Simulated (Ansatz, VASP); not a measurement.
Two plane-wave programs on SiC

Contents of POSCAR:

```
SiC
1.0
    3.0753709259      0.0000000000      0.0000000000
    0.0000000000      5.0482949067      0.0000000000
    0.0000000000      0.0000000000     19.5511000000
Si C
4 4
Direct
    0.0000000000      0.5621008580      0.4091833076
    0.5000000000      0.0621008580      0.4545916541
    0.5000000000      0.5621008580      0.5454083459
    0.0000000000      0.0621008580      0.5908166924
    0.0000000000      0.9378991420      0.4091833076
    0.5000000000      0.4378991420      0.4545916541
    0.5000000000      0.9378991420      0.5454083459
    0.0000000000      0.4378991420      0.5908166924
```

The input INCAR.step1:

```
SYSTEM = SiC
PREC = Accurate
ENCUT = 520
ISMEAR = -1
SIGMA = 0.02
LREAL = .False.
LASPH = .True.
NELM = 80
LDIPOL = .True.
IDIPOL = 3
DIPOL = 0.5 0.5 0.500
GGA = PE
ALGO = Normal
EDIFF = 1E-4
LWAVE = .True.
LCHARG = .False.
LUSENCCL = .False.
```

The input INCAR.step2:

```
SYSTEM = SiC
PREC = Accurate
ENCUT = 520
EDIFF = 1E-6
ISMEAR = -1
SIGMA = 0.02
LREAL = .False.
LASPH = .True.
NELM = 80
ALGO = Normal
ISIF = 2
LWAVE = .False.
LCHARG = .False.
LDIPOL = .True.
IDIPOL = 3
DIPOL = 0.5 0.5 0.500
METAGGA = R2SCAN
LMIXTAU = .True.
IBRION = 2
NSW = 60
EDIFFG = -0.01
ISTART = 1
LUSENCCL = .False.
```

The input KPOINTS:

```
regular mesh
0
Gamma
  8 5 1
  0 0 0
```

Input for Ansatz:

```yaml
crystal:
  lattice:
    - [3.0753709259, 0.0, 0.0]
    - [0.0, 5.0482949067, 0.0]
    - [0.0, 0.0, 19.5511]
  atoms:
    - { symbol: Si, position: [0.0, 0.562100858, 0.4091833076] }
    - { symbol: C, position: [0.0, 0.937899142, 0.4091833076] }
    - { symbol: Si, position: [0.5, 0.062100858, 0.4545916541] }
    - { symbol: C, position: [0.5, 0.437899142, 0.4545916541] }
    - { symbol: Si, position: [0.5, 0.562100858, 0.5454083459] }
    - { symbol: C, position: [0.5, 0.937899142, 0.5454083459] }
    - { symbol: Si, position: [0.0, 0.062100858, 0.5908166924] }
    - { symbol: C, position: [0.0, 0.437899142, 0.5908166924] }
kpoints:
  mp_grid: { grid: [8, 5, 1] }
scf:
  occupations: { method: fermi_dirac, width: 0.02 }
hamiltonian:
  xc: r2scan
  pseudopotentials: { kind: paw }
output:
  forces: true
  stress: true
  eigenvalues: true
relax:
  f_tol: 0.01
  max_steps: 40
efield:
  axis: 3
  amplitude: 0
  dipole_correction: true
```

Alike in both runs: task relaxation of the atoms; functional r2SCAN; k mesh 8 × 5 × 1; occupations fermi-dirac, width 0.02 eV; no spin polarisation.

```csv
,VASP,Ansatz
version,VASP 6.6.1,Ansatz 0.2.0
potentials or method,"VASP PAW PBE potentials, release 64 (Si, C)","PAW with Ansatz's default frozen-core files, scalar-relativistic"
plane-wave cutoff (eV),520,500
valence electrons in the cell,32,32
```

VASP gave:

- gap on the k mesh at the Fermi level, each at its own relaxed structure (eV): 1.53

Which values does Ansatz return?

gap on the k mesh at the Fermi level, each at its own relaxed structure (eV): 1.54.

VASP's potentials were made for PBE, not for r2SCAN. Ansatz's warnings: stress scf threshold loose.
